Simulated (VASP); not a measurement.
Set up this calculation in VASP 6.6.1, as the native input.

- Task: single point
- Functional: r2SCAN
- Potentials or basis: VASP PAW PBE potentials, release 64 (W_sv, C)
- Cutoff: 520 eV
- k mesh: 18 × 18 × 18
- Occupations: gaussian, width 0.15 eV
- Spin: no spin polarisation
- Dipole correction: no
- Further INCAR settings: ALGO = Normal; EDIFF = 1e-06; NBANDS = 16

The system is WC.

```
CELL_PARAMETERS angstrom
0.00000 2.13787 2.08305
2.13787 0.00000 2.08305
2.13787 2.13787 0.00000
ATOMIC_POSITIONS crystal
W 0.00000 0.00000 0.00000
C 0.50000 0.50000 0.50000
```

This cell differs from its parent crystal: strain -0.025 along x and y, -0.050 along z.

The input as run:

POSCAR

```
WC
1.0
    0.0000000000      2.1378669000      2.0830498000
    2.1378669000      0.0000000000      2.0830498000
    2.1378669000      2.1378669000      0.0000000000
W C
1 1
Direct
    0.0000000000      0.0000000000      0.0000000000
    0.5000000000      0.5000000000      0.5000000000
```

INCAR.step1

```
SYSTEM = WC
ALGO = Normal ; EDIFF = 1E-4
ENCUT = 520 ; GGA = PE
ISMEAR = 0 ; LASPH = .TRUE.
LCHARG = .FALSE. ; LREAL = .FALSE.
LWAVE = .TRUE. ; NBANDS = 16
NELM = 60 ; PREC = Accurate
SIGMA = 0.15
```

INCAR.step2

```
SYSTEM = WC
ALGO = Normal ; EDIFF = 1E-6
ENCUT = 520 ; ISIF = 2
ISMEAR = 0 ; ISTART = 1
LASPH = .TRUE. ; LCHARG = .FALSE.
LMIXTAU = .TRUE. ; LREAL = .FALSE.
LWAVE = .FALSE. ; METAGGA = R2SCAN
NBANDS = 16 ; NELM = 60
PREC = Accurate ; SIGMA = 0.15
```

KPOINTS

```
k-points
0
G
  18 18 18
  0 0 0
```

Potentials or basis: VASP PAW PBE potentials, release 64 (W_sv, C).

Launch:

```sh
$ cat potpaw_PBE.64/W_sv/POTCAR potpaw_PBE.64/C/POTCAR > POTCAR
$ cp INCAR.step1 INCAR
$ mpirun -np 1 vasp_std > vasp.out
$ cp INCAR.step2 INCAR
$ mpirun -np 1 vasp_std > vasp.out
```

Results of the run:

```yaml
Pressure: 43.5 GPa
Band_gap_on_the_k_mesh: zero (band 9 reaches 15.23 eV, above the bottom of band 10 at 11.57 eV)
```

Caveat: the cell differs from its parent crystal (strain -0.025 along x and y, -0.050 along z); the PAW data sets were made with another functional, which shifts forces and pressure a little; spin-orbit coupling is left out, which moves the levels of the heavy elements.

Run time: 6.1 min on 1 thread of Intel(R) Xeon(R) Platinum 8259CL CPU @ 2.50GHz (Skylake/Cascade Lake) (shared host), peak memory 0.27 GiB.
